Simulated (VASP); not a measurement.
The system is BiTe.

```
CELL_PARAMETERS angstrom
5.54719 0.00000 0.00000
0.00000 5.54719 0.00000
0.00000 0.00000 4.09174
ATOMIC_POSITIONS crystal
Bi 0.50000 0.00000 0.35873
Bi 0.00000 0.50000 0.64127
Te 0.00000 0.00000 0.00000
Te 0.50000 0.50000 0.00000
```

- Program: VASP 6.6.1
- Task: relaxation of shape and atoms at fixed volume
- Functional: PBE
- Potentials or basis: VASP PAW PBE potentials, release 64 (Bi_d, Te)
- Cutoff: 600 eV
- k mesh: 6 × 6 × 8
- Occupations: gaussian, width 0.05 eV
- Spin: no spin polarisation

At the start: pressure 1.6 GPa; volume 31.48 Å³/atom.

Problem. How do energy, volume and symmetry change on relaxing?

Solution. Over 10 steps the energy falls by 2.2 meV/atom; space group P4/nmm (No. 129, to 0.1 Å) before and after.

The path:
| step | energy change (eV) | largest force (eV/Å) | pressure (GPa) | volume (Å³) |
| --- | --- | --- | --- | --- |
| 1 | 0.0000 | 0.1086 | 1.60 | 125.91 |
| 2 | -0.0014 | 0.0972 | 1.50 | 125.91 |
| 3 | -0.0034 | 0.0714 | 1.21 | 125.91 |
| 4 | -0.0035 | 0.0684 | 1.17 | 125.91 |
| 5 | -0.0050 | 0.0610 | 1.06 | 125.91 |
| 6 | -0.0078 | 0.0263 | 0.79 | 125.91 |
| 7 | -0.0080 | 0.0085 | 0.68 | 125.91 |
| 8 | -0.0080 | 0.0140 | 0.70 | 125.91 |
| 9 | -0.0084 | 0.0081 | 0.58 | 125.91 |
| 10 | -0.0087 | 0.0039 | 0.39 | 125.91 |

Final structure:
```xyz
4
Lattice="5.5678 0.0000 0.0000 0.0000 5.5678 0.0000 0.0000 0.0000 4.0615" Properties=species:S:1:pos:R:3 pbc="T T T"
Bi    2.7839    0.0000    1.5441
Bi    0.0000    2.7839    2.5173
Te    0.0000    0.0000    0.0000
Te    2.7839    2.7839    0.0000
```
